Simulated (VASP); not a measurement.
**Ta: relaxation of cell and atoms with PBE**

Ta:

```
Ta
1.0
     2.75344    0.00000    0.00000
     0.00000    2.75344    0.00000
     0.00000    0.00000    2.75344
Ta
1
Direct
  0.50000 0.50000 0.50000
```

```
Program                : VASP 6.6.1
Task                   : relaxation of cell and atoms
Functional             : PBE
Potentials or basis    : VASP PAW PBE potentials, release 64 (Ta_pv)
Cutoff                 : 600 eV
k mesh                 : 20 × 20 × 20
Occupations            : gaussian, width 0.1 eV
Spin                   : no spin polarisation
Dipole correction      : no
Further INCAR settings : ALGO = Normal; EDIFF = 1e-07; IBRION = 2; EDIFFG = -0.01; NSW = 100; ISIF = 3
```

| Property | Result |
| --- | --- |
| Relaxed volume | 20.72 Å³/atom |
| Relaxed cell | a = 2.747 Å, b = 2.747 Å, c = 2.747 Å, α = 90.00°, β = 90.00°, γ = 90.00° |
| Space group after relaxing (to 0.05 Å) | Pm-3m (No. 221) |
| Energy gained by relaxing | 0.5 meV/atom |
| Ionic steps | 3 |
| Pressure after relaxing | 0.0 GPa |

Step by step:
| step | energy change (eV) | largest force (eV/Å) | pressure (GPa) | volume (Å³) |
| --- | --- | --- | --- | --- |
| 1 | 0.0000 | 0.0000 | -1.03 | 20.88 |
| 2 | 0.0009 | 0.0000 | 1.81 | 20.47 |
| 3 | -0.0005 | 0.0000 | 0.00 | 20.72 |

Final structure:
```
Ta
1.0
     2.74678    0.00000    0.00000
     0.00000    2.74678    0.00000
     0.00000    0.00000    2.74678
Ta
1
Direct
  0.50000 0.50000 0.50000
```

Levels at points of the mesh, in eV from the Fermi level:
```
           k point  band 3  band 4  band 5  band 6  band 7  band 8  band 9
(0.00, 0.00, 0.00)  -33.40   -7.20   -2.53   -2.53    6.12    6.12    6.12
(0.50, 0.00, 0.00)  -33.30   -3.72   -1.58    0.01    2.44    2.44    6.52
(0.50, 0.50, 0.00)  -33.20   -3.86   -1.36    3.21    3.21    5.10    5.10
(0.50, 0.50, 0.50)  -34.26   -2.23   -2.23   -2.23    7.63    8.89    8.89
```

Wall time 26 s on 1 thread of Intel(R) Xeon(R) 6975P-C (Granite Rapids), on a shared host, peak memory 0.21 GiB.

Caveat: spin-orbit coupling is left out, which moves the levels of the heavy elements.
